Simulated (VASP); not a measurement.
Input of a VASP 6.6.1 run:

Contents of INCAR:

```
SYSTEM = In4Ru
ALGO = Normal ; EDIFF = 1E-7
EDIFFG = -0.01 ; ENCUT = 600
GGA = PE ; IBRION = 2
ISIF = 3 ; ISMEAR = 0
LASPH = .TRUE. ; LCHARG = .FALSE.
LREAL = .FALSE. ; LWAVE = .FALSE.
NELM = 80 ; NSW = 100
PREC = Accurate ; SIGMA = 0.02
```

The input KPOINTS:

```
k-points
0
G
  8 8 8
  0 0 0
```

File POSCAR:

```
In4Ru
1.0
    0.0000000000      4.0313356724      4.0313356724
    4.0313356724      0.0000000000      4.0313356724
    4.0313356724      4.0313356724      0.0000000000
In Ru
4 1
Direct
    0.8750918337      0.3747244988      0.8750918337
    0.8750918337      0.8750918337      0.8750918337
    0.3747244988      0.8750918337      0.8750918337
    0.8750918337      0.8750918337      0.3747244988
    0.2500000000      0.2500000000      0.2500000000
```

Potentials or basis: VASP PAW PBE potentials, release 64 (In_d, Ru_pv).

Command:

```console
$ cat potpaw_PBE.64/In_d/POTCAR potpaw_PBE.64/Ru_pv/POTCAR > POTCAR
$ mpirun -np 1 vasp_std > vasp.out
```

Predict the relaxed volume.

26.21 Å³/atom.

Estimate the space group after relaxing (to 0.1 Å).

F-43m (No. 216).

Predict the relaxed cell.

a = 5.702 Å, b = 5.702 Å, c = 5.702 Å, α = 60.00°, β = 60.00°, γ = 60.00°.

Final structure:
```
In Ru
1.0
     0.00000    4.03163    4.03163
     4.03163    0.00000    4.03163
     4.03163    4.03163    0.00000
In Ru
4 1
Direct
  0.87514 0.37458 0.87514
  0.87514 0.87514 0.87514
  0.37458 0.87514 0.87514
  0.87514 0.87514 0.37458
  0.25000 0.25000 0.25000
```
